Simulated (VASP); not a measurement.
# TiAl (P4/mmm) in VASP: notebook, part 2 of 2

VASP 6.6.1. Earlier steps stand in the parts before.

### 5 Single point, LDA (13.42 Å³/atom)

This run uses another cell than the first one, of 13.42 Å³/atom.

File INCAR:

```
SYSTEM = TiAl
PREC = Accurate
ENCUT = 520
EDIFF = 1E-6
ISMEAR = 0
SIGMA = 0.15
LREAL = .FALSE.
LASPH = .TRUE.
NELM = 60
ALGO = Fast
ISIF = 2
LWAVE = .FALSE.
LCHARG = .TRUE.
GGA = CA
LELF = .TRUE.
LVHAR = .TRUE.
NBANDS = 14
```

File KPOINTS:

```
regular mesh
0
G
  16 16 16
  0 0 0
```

File POSCAR:

```
TiAl
1.0
    3.1650183682      0.0000000000      0.0000000000
    0.0000000000      3.1650183682      0.0000000000
    0.0000000000      0.0000000000      2.6785550450
Ti Al
1 1
Direct
    0.0000000000      0.0000000000      0.0000000000
    0.5000000000      0.5000000000      0.5000000000
```

Potentials or basis: VASP PAW LDA potentials, release 64 (Ti_sv, Al).

Launch:

```bash
> cat potpaw_LDA.64/Ti_sv/POTCAR potpaw_LDA.64/Al/POTCAR > POTCAR
> mpirun -np 1 vasp_std > vasp.out
```

OUTCAR:

```text
SYSTEM = TiAl
   PREC = Accurate
   ENCUT = 520
   EDIFF = 1E-6
   ISMEAR = 0
   LREAL = .FALSE.
   LASPH = .TRUE.
   NELM = 60
   ISIF = 2
   GGA = CA

 ion  position               nearest neighbor table
   1  0.000  0.000  0.000-   2 2.61   2 2.61   2 2.61   2 2.61   2 2.61   2 2.61   2 2.61   2 2.61

   2  0.500  0.500  0.500-   1 2.61   1 2.61   1 2.61   1 2.61   1 2.61   1 2.61   1 2.61   1 2.61

  LATTYP: Found a simple tetragonal cell.
 ALAT       =     3.1650183682
 C/A-ratio  =     0.8463000000

  Lattice vectors:

 A1 = (   3.1650183682,   0.0000000000,   0.0000000000)
 A2 = (   0.0000000000,   3.1650183682,   0.0000000000)
 A3 = (   0.0000000000,   0.0000000000,   2.6785550450)

Analysis of symmetry for initial positions (statically):
=====================================================================
 Subroutine PRICEL returns:
 Original cell was already a primitive cell.

 Routine SETGRP: Setting up the symmetry group for a
 simple tetragonal supercell.

 Subroutine GETGRP returns: Found 16 space group operations
 (whereof 16 operations were pure point group operations)
 out of a pool of 16 trial point group operations.

The static configuration has the point symmetry D_4h.

Analysis of symmetry for dynamics (positions and initial velocities):
=====================================================================
 Subroutine PRICEL returns:
 Original cell was already a primitive cell.

 Routine SETGRP: Setting up the symmetry group for a
 simple tetragonal supercell.

 Subroutine GETGRP returns: Found 16 space group operations
 (whereof 16 operations were pure point group operations)
 out of a pool of 16 trial point group operations.

The dynamic configuration has the point symmetry D_4h.

 Subroutine INISYM returns: Found 16 space group operations
 (whereof 16 operations are pure point group operations),
 and found     1 'primitive' translations

----------------------------------------------------------------------------------------

                                     Primitive cell

  volume of cell :      26.8320

  direct lattice vectors                    reciprocal lattice vectors
     3.165018368  0.000000000  0.000000000     0.315953933  0.000000000  0.000000000
     0.000000000  3.165018368  0.000000000     0.000000000  0.315953933  0.000000000
     0.000000000  0.000000000  2.678555045     0.000000000  0.000000000  0.373335617

  length of vectors
     3.165018368  3.165018368  2.678555045     0.315953933  0.315953933  0.373335617

  position of ions in fractional coordinates (direct lattice)
     0.000000000  0.000000000  0.000000000
     0.500000000  0.500000000  0.500000000

  ion indices of the primitive-cell ions
   primitive index   ion index
                 1           1
                 2           2

----------------------------------------------------------------------------------------

 KPOINTS: regular mesh

Automatic generation of k-mesh.
 Grid dimensions read from file:
 generate k-points for:   16   16   16

 Generating k-lattice:

  Cartesian coordinates                     Fractional coordinates (reciprocal lattice)
     0.019747121  0.000000000  0.000000000     0.062500000  0.000000000  0.000000000
     0.000000000  0.019747121  0.000000000     0.000000000  0.062500000  0.000000000
     0.000000000  0.000000000  0.023333476     0.000000000  0.000000000  0.062500000

  Length of vectors
     0.019747121  0.019747121  0.023333476

  Shift w.r.t. Gamma in fractional coordinates (k-lattice)
     0.000000000  0.000000000  0.000000000

 Subroutine IBZKPT returns following result:
 ===========================================

 Found    405 irreducible k-points:

 Following reciprocal coordinates:
            Coordinates               Weight
  0.000000  0.000000  0.000000      1.000000
  0.062500  0.000000  0.000000      4.000000
  0.125000  0.000000  0.000000      4.000000
  0.187500  0.000000  0.000000      4.000000
  0.250000  0.000000  0.000000      4.000000
  0.312500  0.000000  0.000000      4.000000
[... 16 lines left out ...]
  0.437500  0.125000  0.000000      8.000000
  0.500000  0.125000  0.000000      4.000000
 [... further k-points ...]
   k-points           NKPTS =    405   k-points in BZ     NKDIM =    405   number of bands    NBANDS=     14
   number of dos      NEDOS =    301   number of ions     NIONS =      2
   total plane-waves  NPLWV =  11520
   dimension x,y,z NGX =    24 NGY =   24 NGZ =   20
   dimension x,y,z NGXF=    48 NGYF=   48 NGZF=   40
   ions per type =               1   1
   NGX,Y,Z   is equivalent  to a cutoff of  12.61, 12.61, 12.41 a.u.
   NGXF,Y,Z  is equivalent  to a cutoff of  25.21, 25.21, 24.83 a.u.
 SYSTEM =  TiAl
   PREC   = accura    normal or accurate (medium, high low for compatibility)
   ISTART =      0    job   : 0-new  1-cont  2-samecut
   ICHARG =      2    charge: 1-file 2-atom 10-const
   ISPIN  =      1    spin polarized calculation?
   LNONCOLLINEAR =      F non collinear calculations
   LSORBIT =      F    spin-orbit coupling
   LASPH  =      T    aspherical Exc in radial PAW
   ENCUT  =  520.0 eV  38.22 Ry    6.18 a.u.   5.88  5.88  4.98*2*pi/ulx,y,z
   NELM   =     60;   NELMIN=  2; NELMDL= -5     # of ELM steps
   EDIFF  = 0.1E-05   stopping-criterion for ELM
   LREAL  =      F    real-space projection
   EDIFFG = 0.1E-04   stopping-criterion for IOM
   NSW    =      0    number of steps for IOM
   IBRION =     -1    ionic relax: 0-MD 1-quasi-New 2-CG
   NFREE  =      0    steps in history (QN), initial steepest desc. (CG)
   ISIF   =      2    stress and relaxation
   ISYM   =      2    0-nonsym 1-usesym 2-fastsym
   POTIM  = 0.5000    time-step for ionic-motion
   TEBEG  =    0.0;   TEEND  =   0.0 temperature during run
   PSTRESS=    0.0 pullay stress
   NELECT =      15.0000    total number of electrons
   NUPDOWN=      -1.0000    fix difference up-down
   EMIN   =  10.00;   EMAX   =-10.00  energy-range for DOS
   EFERMI =   0.00;   METHOD = LEGACY
   ISMEAR =     0;   SIGMA  =   0.15  broadening in eV -4-tet -1-fermi 0-gaus
   EFERMI_NEDOS =   21; number of points for ismear=-14 and -15
   IALGO  =     68    algorithm
   IMIX   =      4    mixing-type and parameters
     AMIX     =   0.40;   BMIX     =  1.00
     AMIX_MAG =   1.60;   BMIX_MAG =  1.00
  volume/ion in A,a.u.               =      13.42        90.54
  Fermi-wavevector in a.u.,A,eV,Ry     =   1.348614  2.548510 24.745717  1.818759
  Thomas-Fermi vector in A             =   2.476268
   LORBIT       =      0    0 simple, 1 ext, 2 COOP (PROOUT), +10 PAW based schemes
   GGA     = CA    functional components
   LHFCALC =     F    Hartree Fock is set to
   AEXX    =    0.0000 exact exchange contribution
   IVDW    =     0    specifies the selected vdW correction
   LEPSILON=     F    determine dielectric tensor
   LRPA    =     F    only Hartree local field effects (RPA)
 non-spin polarized calculation
 RMM-DIIS sequential band-by-band and
 Gauss-broadening in eV      SIGMA  =   0.15
  energy-cutoff  :      520.00
  volume of cell :       26.83
 maximum number of plane-waves:       744
 NGX is ok and might be reduce to    24
   NGX = 11   NGY = 11   NGZ =  9

 number of electron      14.9999997 magnetization

 Free energy of the ion-electron system (eV)
  ---------------------------------------------------
  ext. energy  EPLUGINS =         0.00000000
  ---------------------------------------------------
  free energy    TOTEN  =       -13.09566630 eV

  energy without entropy =      -13.07081796  energy(sigma->0) =      -13.08324213

 E-fermi :  10.4467     XC(G=0): -12.1134

 val. band max:       10.4458265831   @ k =   0.3125   0.0000   0.4375
 cond. band min:      10.4580119252   @ k =   0.1875   0.0000   0.3750
 fundamental gap:      0.0121853421
 Fermi energy:        10.4466546209

 k-point     1 :       0.0000    0.0000    0.0000
  band No.  band energies     occupation
      1     -45.2600      2.00000
      2     -21.9093      2.00000
      3     -21.9093      2.00000
      4     -21.4932      2.00000
      5       0.5507      2.00000
      6       8.3814      2.00000
      7       8.8412      2.00000
      8      12.0607      0.00000
      9      13.3096      0.00000
     10      13.3096      0.00000
     11      14.3139      0.00000
     12      14.3139      0.00000
     13      19.6140      0.00000
     14      19.8104      0.00000
[... 377 lines left out ...]
      1     -45.2383      2.00000
      2     -22.1228      2.00000
      3     -21.9201      2.00000
      4     -21.4776      2.00000
      5       3.8631      2.00000
      6       5.0941      2.00000
      7       9.5770      2.00000
      8       9.5776      2.00000
      9      12.3016      0.00000
     10      13.3091      0.00000
     11      13.6087      0.00000
     12      16.9225      0.00000
     13      18.5750      0.00000
     14      21.2197      0.00000

 [... further k-points ...]
[... 5 lines left out ...]
  --------------------------------------------------------------------------------------
  -------------------------------------------------------------------------------------
  Total        3.4947752      3.4947752      3.9883841      0.0000000     -0.0000000      0.0000000
  in kB      208.6780561    208.6780561    238.1521562      0.0000000     -0.0000000      0.0000000
  external PRESSURE =     218.5027562 kB  Pullay stress =       0.0000000 kB

 VOLUME and BASIS-vectors are now :
 -----------------------------------------------------------------------------
  energy-cutoff  :      520.00
  volume of cell :       26.83
      direct lattice vectors                 reciprocal lattice vectors
     3.165018368  0.000000000  0.000000000     0.315953933  0.000000000  0.000000000
     0.000000000  3.165018368  0.000000000     0.000000000  0.315953933  0.000000000
     0.000000000  0.000000000  2.678555045     0.000000000  0.000000000  0.373335617

 POSITION                                       TOTAL-FORCE (eV/Angst)
 -----------------------------------------------------------------------------------
      0.00000      0.00000      0.00000         0.000000      0.000000      0.000000
      1.58251      1.58251      1.33928         0.000000      0.000000      0.000000
 -----------------------------------------------------------------------------------
    total drift:                                0.000000      0.000000      0.000000

  FREE ENERGIE OF THE ION-ELECTRON SYSTEM (eV)
  ---------------------------------------------------
  free  energy   TOTEN  =       -13.0956662981 eV

  energy  without entropy=      -13.0708179554  energy(sigma->0) =      -13.08324213
```

stdout:

```text
POSCAR found type information on POSCAR TiAl
 POSCAR found :  2 types and       2 ions
 scaLAPACK will be used
 LDA part: xc-table for (Slater(with rela. corr.)+CA(PZ))
 , standard interpolation
 POSCAR, INCAR and KPOINTS ok, starting setup
 FFT: planning ... GRIDC
 FFT: planning ... GRID_SOFT
 FFT: planning ... GRID
 WAVECAR not read
 entering main loop
WARNING in EDDRMM: call to ZHEGV failed, returncode =   8  4      8
WARNING in EDDRMM: call to ZHEGV failed, returncode =   6  3      7
WARNING in EDDRMM: call to ZHEGV failed, returncode =   6  3      6
WARNING in EDDRMM: call to ZHEGV failed, returncode =   6  3     10
WARNING in EDDRMM: call to ZHEGV failed, returncode =   6  3      5
```

It took 3.1 min on 1 thread of Intel Xeon 8259CL, shared host; peak memory 0.26 GiB.

Results:

* Free energy: -13.0957 eV
* Pressure: 21.9 GPa
* Band gap on the k mesh: zero (an odd number of electrons rules out a gap without spin polarisation)

Caveat: the cell stands under pressure.

### 6 The runs side by side

| cell | further INCAR settings | gap on the mesh (eV) | pressure (GPa) |
| --- | --- | --- | --- |
| a = 3.201, b = 3.201, c = 2.709 Å, 2 atoms | ALGO = Fast; EDIFF = 1e-07; NBANDS = 14 | none | 15.5 |
| a = 2.659, b = 2.659, c = 3.925 Å, 2 atoms | ALGO = Fast; EDIFF = 1e-06; NBANDS = 14 | none | 15.2 |
| a = 2.729, b = 2.729, c = 3.604 Å, 2 atoms | ALGO = Fast; EDIFF = 1e-07; NBANDS = 14 | none | 21.3 |
| a = 3.165, b = 3.165, c = 2.679 Å, 2 atoms | ALGO = Fast; EDIFF = 1e-06; NBANDS = 14 | none | 21.9 |

Alike in all rows: task single point; level LDA; potentials or basis VASP PAW LDA potentials, release 64 (Ti_sv, Al); no spin polarisation; k mesh 16 × 16 × 16; cutoff (eV) 520; smearing gaussian 0.15 eV.

Caveats: the cell stands under pressure.

Absolute energies hang on the potentials; compare differences alone.
